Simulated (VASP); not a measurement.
Here is a VASP 6.6.1 calculation.

The input INCAR:

```
PREC     = Accurate       # precision mode
ENCUT    = 520            # plane-wave cutoff, eV
EDIFF    = 1E-7           # SCF threshold, eV
ISMEAR   = 0              # smearing method
SIGMA    = 0.01           # smearing width, eV
LREAL    = F              # projectors in reciprocal space
LASPH    = T              # aspherical terms in the spheres
NELM     = 80             # most SCF steps
ALGO     = Normal         # electronic algorithm
ISIF     = 2              # what is computed and relaxed
LWAVE    = F              # write WAVECAR
LCHARG   = F              # write CHGCAR
NBANDS   = 35             # bands
```

File KPOINTS:

```
regular mesh
0
Gamma
  4 4 6
```

The input POSCAR:

```
SnO2
1.0
    4.8275760755      0.0000000000      0.0000000000
    0.0000000000      4.9068035099      0.0000000000
    0.0000000000      0.0000000000      3.2676834957
Sn O
2 4
Direct
    0.5000000000      0.5000000000      0.5000000000
    0.0000000000      0.0000000000      0.0000000000
    0.2918550000      0.3210420000      0.0000000000
    0.7918550000      0.1789580000      0.5000000000
    0.2081450000      0.8210420000      0.5000000000
    0.7081450000      0.6789580000      0.0000000000
```

Potentials or basis: VASP PAW LDA potentials, release 64 (Sn_d, O).

Run with:

```bash
$ cat potpaw_LDA.64/Sn_d/POTCAR potpaw_LDA.64/O/POTCAR > POTCAR
$ mpirun -np 1 vasp_std > vasp.out
```

Problem. Estimate the pressure.

Solution. -14.1 GPa.

Problem. Estimate the band gap on the k mesh.

Solution. 0.52 eV.

Stress tensor (GPa, compression positive):
```
-13.09   0.00   0.00
  0.00 -13.33   0.00
  0.00   0.00 -15.95
```

Caveat: the cell stands under tension; spin-orbit coupling is left out, which moves the levels of the heavy elements.
